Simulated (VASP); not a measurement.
# Sr8Ti8O23 (a cell with a defect) in VASP: single point with PBE

Aim: the single point of Sr8Ti8O23 (a cell with a defect) with PBE.

Program: VASP 6.6.1. These are calculated values, not measurements. Logs are shortened: lines on timing, memory, paths and dates and some standing lists are left out, and cuts for length are marked.

### Step 1. The cell of the first run

The cell holds a defect, 39 atoms: a = 7.873 Å, b = 7.873 Å, c = 7.873 Å, α = 90.00°, β = 90.00°, γ = 90.00°.

### Step 2. Single point, PBE

Input file INCAR:

```
SYSTEM = Sr8Ti8O23
ALGO = Normal
EDIFF = 1E-7
ENCUT = 520
GGA = PE
ISIF = 2
ISMEAR = 0
LASPH = .TRUE.
LCHARG = .FALSE.
LREAL = Auto
LWAVE = .FALSE.
NBANDS = 182
NELECT = 312.0
NELM = 100
PREC = Accurate
SIGMA = 0.02
```

Input file KPOINTS:

```
Automatic mesh
0
Gamma
  2 2 2
  0.5 0.5 0.5
```

Input file POSCAR:

```
Sr8Ti8O23
1.0
    0.0000000000      7.8728452585      0.0000000000
    0.0000000000      0.0000000000      7.8728452585
    7.8728452585      0.0000000000      0.0000000000
Sr Ti O
8 8 23
Direct
    0.5036081454     -0.0069545378     -0.0115728173
    0.5027949706      0.5086478736     -0.0108154037
   -0.0038579445     -0.0069573322     -0.0119538740
   -0.0048751117      0.5068693552     -0.0101288667
    0.5036081454     -0.0069545378      0.5115727374
    0.5027949706      0.5086478736      0.5108154508
   -0.0038579445     -0.0069573322      0.5119537940
   -0.0048751117      0.5068693552      0.5101289138
    0.2642798038      0.2462043818      0.2499999600
    0.2428006568      0.7662723961      0.2499999600
    0.7289830819      0.2562125806      0.2499999600
    0.7529655170      0.7499099507      0.2499999600
    0.2473372632      0.2513957705      0.7500000071
    0.2495918484      0.7502271169      0.7500000071
    0.7514398932      0.2505145135      0.7500000071
    0.7498445360      0.7500820613      0.7500000071
    0.1500404188      0.4405165967      0.2499999600
   -0.0077679667      0.7559841207      0.2499999600
    0.4981105142      0.2800381473      0.2499999600
    0.4878478966      0.7433633976      0.2499999600
    0.0074469900      0.2452498349      0.7500000071
   -0.0005123942      0.7482468925      0.7500000071
    0.5117901937      0.2458431401      0.7500000071
    0.4996572231      0.7476718780      0.7500000071
    0.2223309290      0.0009856665      0.2499999600
    0.7581828175      0.5004272116      0.2499999600
    0.7460855392      0.0098421851      0.2499999600
    0.2555283298      0.4921703492      0.7500000071
    0.2534826908     -0.0114191245      0.7500000071
    0.7501906625      0.4988834241      0.7500000071
    0.7525074869     -0.0000232445      0.7500000071
    0.2588910277      0.2334053242      0.4987767282
    0.2464325077      0.7350906578      0.4952998404
    0.7737005873      0.2516848655      0.4917569027
    0.7455572677      0.7522477333      0.5005053282
    0.2588910277      0.2334053242      0.0012231918
    0.2464325077      0.7350906578      0.0047002067
    0.7737005873      0.2516848655      0.0082430173
    0.7455572677      0.7522477333     -0.0005052811
```

Potentials or basis: VASP PAW PBE potentials, release 64 (Sr_sv, Ti_sv, O).

Run with:

```
$ cat potpaw_PBE.64/Sr_sv/POTCAR potpaw_PBE.64/Ti_sv/POTCAR potpaw_PBE.64/O/POTCAR > POTCAR
$ mpirun -np 1 vasp_std > vasp.out
```

OUTCAR:

```text
SYSTEM = Sr8Ti8O23
   EDIFF = 1E-7
   ENCUT = 520
   GGA = PE
   ISIF = 2
   ISMEAR = 0
   LASPH = .TRUE.
   LREAL = Auto
   NELECT = 312.0
   NELM = 100
   PREC = Accurate

 ion  position               nearest neighbor table
   1  0.504  0.993  0.988-  39 2.69  24 2.69  36 2.70  31 2.71  29 2.72  23 2.74  27 2.81  20 2.85
                            37 2.87  38 2.95  25 3.02  19 3.06  16 3.31  14 3.34  15 3.38  10 3.41
   2  0.503  0.509  0.989-  24 2.66  37 2.70  39 2.71  30 2.71  28 2.71  19 2.73  20 2.76  23 2.80
                            26 2.87  36 2.90  38 2.94  16 3.31  14 3.34  11 3.37  15 3.39  13 3.42
   3  0.996  0.993  0.988-  31 2.68  22 2.69  38 2.69  25 2.73  21 2.73  39 2.74  29 2.76  18 2.78
                            36 2.81  37 2.83  27 2.85  16 3.31  14 3.34  10 3.35  15 3.37  13 3.40
   4  0.995  0.507  0.990-  17 2.44  38 2.66  37 2.68  22 2.68  30 2.70  39 2.76  26 2.77  28 2.79
                            21 2.80  18 2.84  36 2.99  16 3.31  14 3.35  15 3.36  12 3.39  13 3.40
   5  0.504  0.993  0.512-  35 2.69  24 2.69  32 2.70  31 2.71  29 2.72  23 2.74  27 2.81  20 2.85
                            33 2.87  34 2.95  25 3.02  19 3.06  16 3.31  14 3.34  15 3.38  10 3.41
   6  0.503  0.509  0.511-  24 2.66  33 2.70  35 2.71  30 2.71  28 2.71  19 2.73  20 2.76  23 2.80
                            26 2.87  32 2.90  34 2.94  16 3.31  14 3.34  11 3.37  15 3.39  13 3.42
   7  0.996  0.993  0.512-  31 2.68  22 2.69  34 2.69  25 2.73  21 2.73  35 2.74  29 2.76  18 2.78
                            32 2.81  33 2.83  27 2.85  16 3.31  14 3.34  10 3.35  15 3.37  13 3.40
   8  0.995  0.507  0.510-  17 2.44  34 2.66  33 2.68  22 2.68  30 2.70  35 2.76  26 2.77  28 2.79
                            21 2.80  18 2.84  32 2.99  16 3.31  14 3.35  15 3.36  12 3.39  13 3.40
   9  0.264  0.246  0.250-  17 1.77  19 1.86  25 1.96  36 1.96  32 1.96   1 3.43   5 3.43   2 3.47
                             6 3.47   3 3.56   7 3.56   4 3.59   8 3.59
  10  0.243  0.766  0.250-  25 1.85  20 1.94  37 1.95  33 1.95  18 1.97   3 3.35   7 3.35   1 3.41
                             5 3.41   4 3.49   8 3.49   2 3.54   6 3.54
  11  0.729  0.256  0.250-  19 1.83  38 1.94  34 1.94  26 1.94  27 1.94   2 3.37   6 3.37   1 3.42
                             5 3.42   4 3.53   8 3.53   3 3.60   7 3.60
  12  0.753  0.750  0.250-  18 1.88  26 1.96  39 1.97  35 1.97  27 2.05  20 2.09   4 3.39   8 3.39
                             3 3.40   7 3.40   2 3.42   6 3.42   1 3.43   5 3.43
  13  0.247  0.251  0.750-  21 1.89  28 1.90  36 1.98  32 1.98  29 2.07  23 2.08   8 3.40   4 3.40
                             3 3.40   7 3.40   6 3.42   2 3.42   1 3.43   5 3.43
  14  0.250  0.750  0.750-  29 1.88  24 1.97  22 1.97  33 2.01  37 2.01  28 2.03   6 3.34   2 3.34
                             3 3.34   7 3.34   1 3.34   5 3.34   8 3.35   4 3.35
  15  0.751  0.251  0.750-  23 1.89  30 1.96  31 1.97  21 2.02  38 2.04  34 2.04   8 3.36   4 3.36
                             3 3.37   7 3.37   1 3.38   5 3.38   6 3.39   2 3.39
  16  0.750  0.750  0.750-  35 1.96  39 1.96  22 1.97  31 1.97  24 1.97  30 1.98   3 3.31   7 3.31
                             1 3.31   5 3.31   6 3.31   2 3.31   8 3.31   4 3.31
  17  0.150  0.441  0.250-   9 1.77   4 2.44   8 2.44   2 3.50   6 3.50
  18  0.992  0.756  0.250-  12 1.88  10 1.97   3 2.78   7 2.78   4 2.84   8 2.84
  19  0.498  0.280  0.250-  11 1.83   9 1.86   2 2.73   6 2.73   1 3.06   5 3.06
  20  0.488  0.743  0.250-  10 1.94  12 2.09   2 2.76   6 2.76   1 2.85   5 2.85
  21  0.007  0.245  0.750-  13 1.89  15 2.02   3 2.73   7 2.73   8 2.80   4 2.80
[... 238 lines left out ...]
 non-spin polarized calculation
 Gauss-broadening in eV      SIGMA  =   0.02
  energy-cutoff  :      520.00
  volume of cell :      487.97
 maximum number of plane-waves:     13154
 NGX is ok and might be reduce to    60
   NGX = 29   NGY = 29   NGZ = 29

 number of electron     311.9999965 magnetization

 Free energy of the ion-electron system (eV)
  ---------------------------------------------------
  ext. energy  EPLUGINS =         0.00000000
  ---------------------------------------------------
  free energy    TOTEN  =      -322.50619308 eV

  energy without entropy =     -322.50619308  energy(sigma->0) =     -322.50619308

 E-fermi :   3.7387     XC(G=0): -10.9542

 val. band max:        3.6074817487   @ k =   0.2500   0.2500   0.2500
 cond. band min:       6.2031180030   @ k =   0.2500   0.2500   0.2500
 fundamental gap:      2.5956362544
 Fermi energy:         3.7387238881

 k-point     1 :       0.2500    0.2500    0.2500
  band No.  band energies     occupation
      1     -52.7991      2.00000
      2     -52.7739      2.00000
      3     -52.7680      2.00000
      4     -52.7224      2.00000
      5     -52.6816      2.00000
      6     -52.6807      2.00000
[... 160 lines left out ...]
    167       7.2560      0.00000
    168       7.2934      0.00000

 k-point     2 :      -0.2500    0.2500    0.2500
  band No.  band energies     occupation
      1     -52.7991      2.00000
      2     -52.7739      2.00000
      3     -52.7680      2.00000
      4     -52.7224      2.00000
      5     -52.6816      2.00000
      6     -52.6807      2.00000
[... 160 lines left out ...]
    167       7.2455      0.00000
    168       7.2845      0.00000
 [bands above 168 left out]

------------------------ aborting loop because EDIFF is reached ----------------------------------------

  FORCE on cell =-STRESS in cart. coord.  units (eV):
  Direction    XX          YY          ZZ          XY          YZ          ZX
  --------------------------------------------------------------------------------------
  -------------------------------------------------------------------------------------
  Total      -13.2512486     -9.3738011    -10.5295180      0.0000000      0.3615859      0.0000000
  in kB      -43.5083125    -30.7773463    -34.5719541      0.0000000      1.1872084      0.0000000
  external PRESSURE =     -36.2858709 kB  Pullay stress =       0.0000000 kB

 VOLUME and BASIS-vectors are now :
 -----------------------------------------------------------------------------
  energy-cutoff  :      520.00
  volume of cell :      487.97
      direct lattice vectors                 reciprocal lattice vectors
     0.000000000  7.872845258  0.000000000     0.000000000  0.127018882  0.000000000
     0.000000000  0.000000000  7.872845258     0.000000000  0.000000000  0.127018882
     7.872845258  0.000000000  0.000000000     0.127018882  0.000000000  0.000000000

 POSITION                                       TOTAL-FORCE (eV/Angst)
 -----------------------------------------------------------------------------------
      7.78173      3.96483      7.81809         0.014051     -0.028001     -0.001305
      7.78770      3.95843      4.00451         0.019077     -0.025235     -0.003727
      7.77873      7.84247      7.81807         0.018598      0.009300     -0.017265
      7.79310      7.83446      3.99050         0.009111      0.001993     -0.005888
      4.02753      3.96483      7.81809        -0.014051     -0.028001     -0.001305
      4.02157      3.95843      4.00451        -0.019077     -0.025235     -0.003727
[... 31 lines left out ...]
      0.06490      6.09123      1.98148        -0.013203      0.012224     -0.018834
      7.86887      5.86966      5.92233         0.005193     -0.008890     -0.016659
 -----------------------------------------------------------------------------------
    total drift:                               -0.009550     -0.033470     -0.000384

  FREE ENERGIE OF THE ION-ELECTRON SYSTEM (eV)
  ---------------------------------------------------
  free  energy   TOTEN  =      -322.5061930757 eV

  energy  without entropy=     -322.5061930757  energy(sigma->0) =     -322.50619308
```

OSZICAR:

```text
N       E                     dE             d eps       ncg     rms          rms(c)
DAV:   1     0.432332855712E+04    0.43233E+04   -0.15516E+05   728   0.189E+03
DAV:   2     0.495537864836E+03   -0.38278E+04   -0.36603E+04   744   0.565E+02
DAV:   3    -0.334682465625E+03   -0.83022E+03   -0.81310E+03   904   0.235E+02
[... 12 lines left out ...]
DAV:  16    -0.322506187100E+03   -0.77030E-05   -0.23921E-04  1088   0.514E-02    0.269E-02
DAV:  17    -0.322506189399E+03   -0.22992E-05   -0.60646E-05  1016   0.342E-02    0.958E-03
DAV:  18    -0.322506193152E+03   -0.37526E-05   -0.10643E-05   992   0.120E-02    0.856E-03
DAV:  19    -0.322506193213E+03   -0.61435E-07   -0.34374E-06  1056   0.858E-03    0.399E-03
DAV:  20    -0.322506193110E+03    0.10371E-06   -0.10472E-06   920   0.368E-03    0.166E-03
DAV:  21    -0.322506193076E+03    0.34044E-07   -0.50083E-07   728   0.247E-03
   1 F= -.32250619E+03 E0= -.32250619E+03  d E =-.140029E-20
```

stdout:

```text
POSCAR found type information on POSCAR SrTiO
 POSCAR found :  3 types and      39 ions
 scaLAPACK will be used
 LDA part: xc-table for (Slater+PW92), standard interpolation
 POSCAR, INCAR and KPOINTS ok, starting setup
 FFT: planning ... GRIDC
 FFT: planning ... GRID_SOFT
 FFT: planning ... GRID
 WAVECAR not read
 entering main loop
 the old and the new charge density differ
 old charge density:   314.00000 new  312.00000
    0.741E+01
```

Wall time 12 min (1 thread of Oxide Virtual Turin-like, shared host); peak memory 0.51 GiB.

What came out:

- Free energy: -322.5062 eV
- Largest force: 0.450 eV/Å

Forces on the atoms (eV/Å):
```
Sr   0.014 -0.028 -0.001
Sr   0.019 -0.025 -0.004
Sr   0.019  0.009 -0.017
Sr   0.009  0.002 -0.006
Sr  -0.014 -0.028 -0.001
Sr  -0.019 -0.025 -0.004
Sr  -0.019  0.009 -0.017
Sr  -0.009  0.002 -0.006
Ti   0.000  0.027 -0.005
Ti   0.000  0.014 -0.082
Ti   0.000  0.049 -0.028
Ti   0.000 -0.051  0.017
Ti   0.000  0.043 -0.064
Ti   0.000 -0.030 -0.033
Ti   0.000  0.029  0.003
Ti   0.000 -0.038  0.015
O    0.000  0.270  0.360
O    0.000 -0.010  0.029
O    0.000 -0.030 -0.045
O    0.000  0.006 -0.042
O    0.000 -0.042  0.008
O    0.000  0.000 -0.016
O    0.000 -0.040 -0.019
O    0.000 -0.015 -0.001
O    0.000  0.026  0.030
O    0.000  0.043 -0.026
O    0.000 -0.007 -0.026
O    0.000  0.010  0.040
O    0.000 -0.006  0.043
O    0.000 -0.016 -0.025
O    0.000 -0.002 -0.016
O   -0.013 -0.066 -0.007
O    0.036 -0.010  0.011
O    0.013  0.012 -0.019
O   -0.005 -0.009 -0.017
O    0.013 -0.066 -0.007
O   -0.036 -0.010  0.011
O   -0.013  0.012 -0.019
O    0.005 -0.009 -0.017
```

Levels at points of the mesh, in eV from the Fermi level:
```tsv
k point	band 152	band 153	band 154	band 155	band 156	band 157	band 158	band 159	band 160	band 161
(0.25, 0.25, 0.25)	-0.51	-0.31	-0.26	-0.21	-0.13	2.46	2.53	2.57	2.60	2.69
```

Caveat: the cell carries a net charge on a neutralising background, which shifts energy and pressure; the cell is charged against a uniform background, so pressure and absolute levels hang on convention.
